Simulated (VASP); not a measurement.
# CaO (Fm-3m) in VASP: further runs

Runs on CaO. Level: r2SCAN. Tasks: single point.

Everything below comes from runs of VASP 6.6.1. Logs are shortened: lines on timing, memory, paths and dates and some standing lists are left out, and cuts for length are marked.

### 1 The cell of the first run

It takes space group Fm-3m (No. 225, cubic). Conventional cell: a = 4.697 Å, b = 4.697 Å, c = 4.697 Å, α = 90.00°, β = 90.00°, γ = 90.00°. Ca (site symmetry m-3m) has 6 O at 2.35 Å within 3.1 Å. O (site symmetry m-3m) has 6 Ca at 2.35 Å within 3.1 Å.

### 2 Single point, r2SCAN (volume scaled by 0.94)

The input, POSCAR:

```
CaO
1.0
    0.0000000000      2.3485040450      2.3485040450
    2.3485040450      0.0000000000      2.3485040450
    2.3485040450      2.3485040450      0.0000000000
Ca O
1 1
Direct
    0.0000000000      0.0000000000      0.0000000000
    0.5000000000      0.5000000000      0.5000000000
```

The input, INCAR.step1:

```
SYSTEM = CaO
  PREC = Accurate
  ENCUT = 520
  ISMEAR = 0
  SIGMA = 0.02
  LREAL = .FALSE.
  LASPH = .TRUE.
  NELM = 100
  NBANDS = 15
  GGA = PE
  ALGO = Normal
  EDIFF = 1E-4
  LWAVE = .TRUE.
  LCHARG = .FALSE.
```

The input, INCAR.step2:

```
SYSTEM = CaO
  PREC = Accurate
  ENCUT = 520
  EDIFF = 1E-7
  ISMEAR = 0
  SIGMA = 0.02
  LREAL = .FALSE.
  LASPH = .TRUE.
  NELM = 100
  ALGO = Normal
  ISIF = 2
  LWAVE = .FALSE.
  LCHARG = .FALSE.
  METAGGA = R2SCAN
  LMIXTAU = .TRUE.
  NBANDS = 15
  ISTART = 1
```

The input, KPOINTS:

```
regular mesh
0
G
  8 8 8
  0 0 0
```

Potentials or basis: VASP PAW PBE potentials, release 64 (Ca_sv, O).

Command:

```bash
$ cat potpaw_PBE.64/Ca_sv/POTCAR potpaw_PBE.64/O/POTCAR > POTCAR
$ cp INCAR.step1 INCAR
$ mpirun -np 1 vasp_std > vasp.out
$ cp INCAR.step2 INCAR
$ mpirun -np 1 vasp_std > vasp.out
```

OUTCAR:

```text
SYSTEM = CaO
   PREC = Accurate
   ENCUT = 520
   EDIFF = 1E-7
   ISMEAR = 0
   LREAL = .FALSE.
   LASPH = .TRUE.
   NELM = 100
   ISIF = 2
   METAGGA = R2SCAN
   ISTART = 1

 ion  position               nearest neighbor table
   1  0.000  0.000  0.000-   2 2.35   2 2.35   2 2.35   2 2.35   2 2.35   2 2.35
   2  0.500  0.500  0.500-   1 2.35   1 2.35   1 2.35   1 2.35   1 2.35   1 2.35

  LATTYP: Found a face centered cubic cell.
 ALAT       =     4.6970080900

  Lattice vectors:

 A1 = (   0.0000000000,   2.3485040450,   2.3485040450)
 A2 = (   2.3485040450,   0.0000000000,   2.3485040450)
 A3 = (   2.3485040450,   2.3485040450,   0.0000000000)

Analysis of symmetry for initial positions (statically):
=====================================================================
 Subroutine PRICEL returns:
 Original cell was already a primitive cell.

 Routine SETGRP: Setting up the symmetry group for a
 face centered cubic supercell.

 Subroutine GETGRP returns: Found 48 space group operations
 (whereof 48 operations were pure point group operations)
 out of a pool of 48 trial point group operations.

The static configuration has the point symmetry O_h .

Analysis of symmetry for dynamics (positions and initial velocities):
=====================================================================
 Subroutine PRICEL returns:
 Original cell was already a primitive cell.

 Routine SETGRP: Setting up the symmetry group for a
 face centered cubic supercell.

 Subroutine GETGRP returns: Found 48 space group operations
 (whereof 48 operations were pure point group operations)
 out of a pool of 48 trial point group operations.

The dynamic configuration has the point symmetry O_h .

 Subroutine INISYM returns: Found 48 space group operations
 (whereof 48 operations are pure point group operations),
 and found     1 'primitive' translations

----------------------------------------------------------------------------------------

                                     Primitive cell

  volume of cell :      25.9062

  direct lattice vectors                    reciprocal lattice vectors
     0.000000000  2.348504045  2.348504045    -0.212901486  0.212901486  0.212901486
     2.348504045  0.000000000  2.348504045     0.212901486 -0.212901486  0.212901486
     2.348504045  2.348504045  0.000000000     0.212901486  0.212901486 -0.212901486

  length of vectors
     3.321286272  3.321286272  3.321286272     0.368756190  0.368756190  0.368756190

  position of ions in fractional coordinates (direct lattice)
     0.000000000  0.000000000  0.000000000
     0.500000000  0.500000000  0.500000000

  ion indices of the primitive-cell ions
   primitive index   ion index
                 1           1
                 2           2

----------------------------------------------------------------------------------------

 KPOINTS: regular mesh

Automatic generation of k-mesh.
 Grid dimensions read from file:
 generate k-points for:    8    8    8

 Generating k-lattice:

  Cartesian coordinates                     Fractional coordinates (reciprocal lattice)
    -0.026612686  0.026612686  0.026612686     0.125000000  0.000000000  0.000000000
     0.026612686 -0.026612686  0.026612686     0.000000000  0.125000000  0.000000000
     0.026612686  0.026612686 -0.026612686     0.000000000  0.000000000  0.125000000

  Length of vectors
     0.046094524  0.046094524  0.046094524

  Shift w.r.t. Gamma in fractional coordinates (k-lattice)
     0.000000000  0.000000000  0.000000000

 Subroutine IBZKPT returns following result:
 ===========================================

 Found     29 irreducible k-points:

 Following reciprocal coordinates:
            Coordinates               Weight
  0.000000  0.000000  0.000000      1.000000
  0.125000  0.000000  0.000000      8.000000
  0.250000  0.000000  0.000000      8.000000
  0.375000  0.000000  0.000000      8.000000
  0.500000  0.000000  0.000000      4.000000
  0.125000  0.125000  0.000000      6.000000
[... 16 lines left out ...]
  0.500000  0.250000  0.125000     48.000000
 -0.375000  0.250000  0.125000     24.000000
 [... further k-points ...]
   k-points           NKPTS =     29   k-points in BZ     NKDIM =     29   number of bands    NBANDS=     15
   number of dos      NEDOS =    301   number of ions     NIONS =      2
   total plane-waves  NPLWV =  21952
   dimension x,y,z NGX =    28 NGY =   28 NGZ =   28
   dimension x,y,z NGXF=    56 NGYF=   56 NGZF=   56
   ions per type =               1   1
   NGX,Y,Z   is equivalent  to a cutoff of  14.02, 14.02, 14.02 a.u.
   NGXF,Y,Z  is equivalent  to a cutoff of  28.03, 28.03, 28.03 a.u.
 SYSTEM =  CaO
   PREC   = accura    normal or accurate (medium, high low for compatibility)
   ISTART =      1    job   : 0-new  1-cont  2-samecut
   ICHARG =      0    charge: 1-file 2-atom 10-const
   ISPIN  =      1    spin polarized calculation?
   LNONCOLLINEAR =      F non collinear calculations
   LSORBIT =      F    spin-orbit coupling
   LASPH  =      T    aspherical Exc in radial PAW
   ENCUT  =  520.0 eV  38.22 Ry    6.18 a.u.   6.18  6.18  6.18*2*pi/ulx,y,z
   NELM   =    100;   NELMIN=  2; NELMDL=  0     # of ELM steps
   EDIFF  = 0.1E-06   stopping-criterion for ELM
   LREAL  =      F    real-space projection
   EDIFFG = 0.1E-05   stopping-criterion for IOM
   NSW    =      0    number of steps for IOM
   IBRION =     -1    ionic relax: 0-MD 1-quasi-New 2-CG
   NFREE  =      0    steps in history (QN), initial steepest desc. (CG)
   ISIF   =      2    stress and relaxation
   ISYM   =      2    0-nonsym 1-usesym 2-fastsym
   POTIM  = 0.5000    time-step for ionic-motion
   TEBEG  =    0.0;   TEEND  =   0.0 temperature during run
   PSTRESS=    0.0 pullay stress
   NELECT =      16.0000    total number of electrons
   NUPDOWN=      -1.0000    fix difference up-down
   EMIN   =  10.00;   EMAX   =-10.00  energy-range for DOS
   EFERMI =   0.00;   METHOD = LEGACY
   ISMEAR =     0;   SIGMA  =   0.02  broadening in eV -4-tet -1-fermi 0-gaus
   EFERMI_NEDOS =   21; number of points for ismear=-14 and -15
   IALGO  =     38    algorithm
   IMIX   =      4    mixing-type and parameters
     AMIX     =   0.40;   BMIX     =  1.00
     AMIX_MAG =   1.60;   BMIX_MAG =  1.00
  volume/ion in A,a.u.               =      12.95        87.41
  Fermi-wavevector in a.u.,A,eV,Ry     =   1.394163  2.634586 26.445510  1.943690
  Thomas-Fermi vector in A             =   2.517739
   LORBIT       =      0    0 simple, 1 ext, 2 COOP (PROOUT), +10 PAW based schemes
   METAGGA = R2SCAN    functional components
   LHFCALC =     F    Hartree Fock is set to
   AEXX    =    0.0000 exact exchange contribution
   IVDW    =     0    specifies the selected vdW correction
   LEPSILON=     F    determine dielectric tensor
   LRPA    =     F    only Hartree local field effects (RPA)
 non-spin polarized calculation
 Gauss-broadening in eV      SIGMA  =   0.02
  energy-cutoff  :      520.00
  volume of cell :       25.91
 maximum number of plane-waves:       725
 NGX is ok and might be reduce to    28
   NGX = 13   NGY = 13   NGZ = 13

 number of electron      15.9999999 magnetization

 Free energy of the ion-electron system (eV)
  ---------------------------------------------------
  ext. energy  EPLUGINS =         0.00000000
  ---------------------------------------------------
  free energy    TOTEN  =       -19.39791938 eV

  energy without entropy =      -19.39791938  energy(sigma->0) =      -19.39791938

 E-fermi :   2.5068     XC(G=0): -11.4450

 val. band max:        2.4189825048   @ k =   0.0000   0.0000   0.0000
 cond. band min:       6.5772411714   @ k =   0.5000   0.5000   0.0000
 fundamental gap:      4.1582586666
 Fermi energy:         2.5068010400

 k-point     1 :       0.0000    0.0000    0.0000
  band No.  band energies     occupation
      1     -36.3547      2.00000
      2     -16.1900      2.00000
      3     -16.1900      2.00000
      4     -16.1899      2.00000
      5     -14.1892      2.00000
      6       2.4190      2.00000
      7       2.4190      2.00000
      8       2.4190      2.00000
      9       8.4549      0.00000
     10       9.4379      0.00000
     11       9.4379      0.00000
     12       9.4379      0.00000
     13      11.1575      0.00000
     14      11.1575      0.00000
     15      18.6483      0.00000

 k-point     2 :       0.1250    0.0000    0.0000
  band No.  band energies     occupation
      1     -36.3347      2.00000
      2     -16.5391      2.00000
      3     -16.1988      2.00000
      4     -16.1988      2.00000
      5     -13.8348      2.00000
      6       1.8818      2.00000
      7       2.1833      2.00000
      8       2.1833      2.00000
      9       9.1405      0.00000
     10       9.4089      0.00000
     11       9.7333      0.00000
     12       9.7333      0.00000
     13      11.5771      0.00000
     14      11.5771      0.00000
     15      19.3302      0.00000

 k-point     3 :       0.2500    0.0000    0.0000
  band No.  band energies     occupation
      1     -36.2858      2.00000
      2     -17.1416      2.00000
      3     -16.2200      2.00000
      4     -16.2200      2.00000
      5     -13.2185      2.00000
      6       0.8338      2.00000
      7       1.6786      2.00000
      8       1.6786      2.00000
      9       9.5077      0.00000
     10      10.5117      0.00000
     11      10.5117      0.00000
     12      10.6584      0.00000
     13      12.5854      0.00000
     14      12.5854      0.00000
     15      19.9241      0.00000

 k-point     4 :       0.3750    0.0000    0.0000
  band No.  band energies     occupation
      1     -36.2364      2.00000
      2     -17.6009      2.00000
      3     -16.2409      2.00000
      4     -16.2409      2.00000
      5     -12.7418      2.00000
      6      -0.0291      2.00000
      7       1.2403      2.00000
      8       1.2403      2.00000
      9      10.0370      0.00000
     10      11.4225      0.00000
     11      11.4225      0.00000
     12      11.8813      0.00000
     13      13.6762      0.00000
     14      13.6762      0.00000
     15      19.0747      0.00000
[... 307 lines left out ...]
 k-point    22 :       0.3750    0.2500    0.1250
  band No.  band energies     occupation
      1     -36.2504      2.00000
      2     -17.1824      2.00000
      3     -16.3893      2.00000
      4     -16.2643      2.00000
      5     -13.1858      2.00000
      6       0.5048      2.00000
      7       1.5610      2.00000
      8       1.8989      2.00000
      9       8.4983      0.00000
     10      10.8032      0.00000
     11      11.2898      0.00000
     12      11.6911      0.00000
     13      12.5796      0.00000
     14      13.9934      0.00000
     15      20.4764      0.00000

 k-point    23 :       0.5000    0.2500    0.1250
  band No.  band energies     occupation
      1     -36.2113      2.00000
      2     -17.3782      2.00000
      3     -16.4694      2.00000
      4     -16.3115      2.00000
      5     -13.0190      2.00000
      6       0.3322      2.00000
      7       1.2451      2.00000
      8       1.5479      2.00000
      9       9.0745      0.00000
     10      11.0139      0.00000
     11      11.9584      0.00000
     12      12.1998      0.00000
     13      13.6562      0.00000
     14      15.0285      0.00000
     15      19.1014      0.00000

 k-point    24 :      -0.3750    0.2500    0.1250
  band No.  band energies     occupation
      1     -36.1950      2.00000
      2     -17.4562      2.00000
      3     -16.4865      2.00000
      4     -16.3453      2.00000
      5     -12.9564      2.00000
      6       0.2852      2.00000
      7       1.2337      2.00000
      8       1.2641      2.00000
      9      10.0779      0.00000
     10      10.1704      0.00000
     11      12.2864      0.00000
     12      12.6397      0.00000
     13      13.9680      0.00000
     14      15.8596      0.00000
     15      18.2527      0.00000

 [... further k-points ...]
[... 5 lines left out ...]
  --------------------------------------------------------------------------------------
  -------------------------------------------------------------------------------------
  Total        1.5629257      1.5629257      1.5629257      0.0000000      0.0000000     -0.0000000
  in kB       96.6595974     96.6595974     96.6595974      0.0000000      0.0000000     -0.0000000
  external PRESSURE =      96.6595974 kB  Pullay stress =       0.0000000 kB

 VOLUME and BASIS-vectors are now :
 -----------------------------------------------------------------------------
  energy-cutoff  :      520.00
  volume of cell :       25.91
      direct lattice vectors                 reciprocal lattice vectors
     0.000000000  2.348504045  2.348504045    -0.212901486  0.212901486  0.212901486
     2.348504045  0.000000000  2.348504045     0.212901486 -0.212901486  0.212901486
     2.348504045  2.348504045  0.000000000     0.212901486  0.212901486 -0.212901486

 POSITION                                       TOTAL-FORCE (eV/Angst)
 -----------------------------------------------------------------------------------
      0.00000      0.00000      0.00000        -0.000000     -0.000000      0.000000
      2.34850      2.34850      2.34850         0.000000      0.000000     -0.000000
 -----------------------------------------------------------------------------------
    total drift:                                0.000000      0.000000      0.000000

  FREE ENERGIE OF THE ION-ELECTRON SYSTEM (eV)
  ---------------------------------------------------
  free  energy   TOTEN  =       -19.3979193782 eV

  energy  without entropy=      -19.3979193782  energy(sigma->0) =      -19.39791938
```

Wall time 48 s (1 thread of Intel Xeon 6975P-C, shared host); peak memory 0.17 GiB.

What came out:

```
Free energy            : -19.3979 eV
Pressure               : 9.7 GPa
Band gap on the k mesh : 4.16 eV, indirect (least direct gap 4.51 eV)
```

Caveat: the PAW data sets were made with another functional, which shifts forces and pressure a little.

### 3 Single point, r2SCAN (volume scaled by 0.97)

The input, POSCAR:

```
CaO
1.0
    0.0000000000      2.3732269570      2.3732269570
    2.3732269570      0.0000000000      2.3732269570
    2.3732269570      2.3732269570      0.0000000000
Ca O
1 1
Direct
    0.0000000000      0.0000000000      0.0000000000
    0.5000000000      0.5000000000      0.5000000000
```

The input, INCAR.step1:

```
PREC = Accurate
ENCUT = 520
ISMEAR = 0
SIGMA = 0.02
LREAL = False
LASPH = True
NELM = 100
NBANDS = 15
GGA = PE
ALGO = Normal
EDIFF = 1E-4
LWAVE = True
LCHARG = False
```

The input, INCAR.step2:

```
PREC = Accurate
ENCUT = 520
EDIFF = 1E-6
ISMEAR = 0
SIGMA = 0.02
LREAL = False
LASPH = True
NELM = 100
ALGO = Normal
ISIF = 2
LWAVE = False
LCHARG = False
METAGGA = R2SCAN
LMIXTAU = True
NBANDS = 15
ISTART = 1
```

The input, KPOINTS:

```
Automatic mesh
0
Gamma
  8 8 8
```

Potentials or basis: VASP PAW PBE potentials, release 64 (Ca_sv, O).

Command:

```bash
$ cat potpaw_PBE.64/Ca_sv/POTCAR potpaw_PBE.64/O/POTCAR > POTCAR
$ cp INCAR.step1 INCAR
$ mpirun -np 1 vasp_std > vasp.out
$ cp INCAR.step2 INCAR
$ mpirun -np 1 vasp_std > vasp.out
```

Wall time 39 s (1 thread of Intel Xeon 6975P-C, shared host); peak memory 0.17 GiB.

The run converged. Its results:

```yaml
Free_energy: -19.4366 eV
Pressure: 5.0 GPa
Band_gap_on_the_k_mesh: 4.18 eV, indirect (least direct gap 4.54 eV)
```

Levels at points of the mesh, in eV from the valence-band top:
| k point | band 6 | band 7 | band 8 | band 9 | band 10 | band 11 |
| --- | --- | --- | --- | --- | --- | --- |
| (0.00, 0.00, 0.00) | 0.00 | 0.00 | 0.00 | 5.75 | 6.95 | 6.95 |
| (0.50, 0.00, 0.00) | -2.70 | -1.28 | -1.28 | 7.88 | 9.26 | 9.26 |
| (0.50, 0.50, 0.00) | -1.27 | -0.36 | -0.36 | 4.18 | 9.05 | 9.85 |

Caveat: the PAW data sets were made with another functional, which shifts forces and pressure a little.

(Part 1 of 2 ends here.)
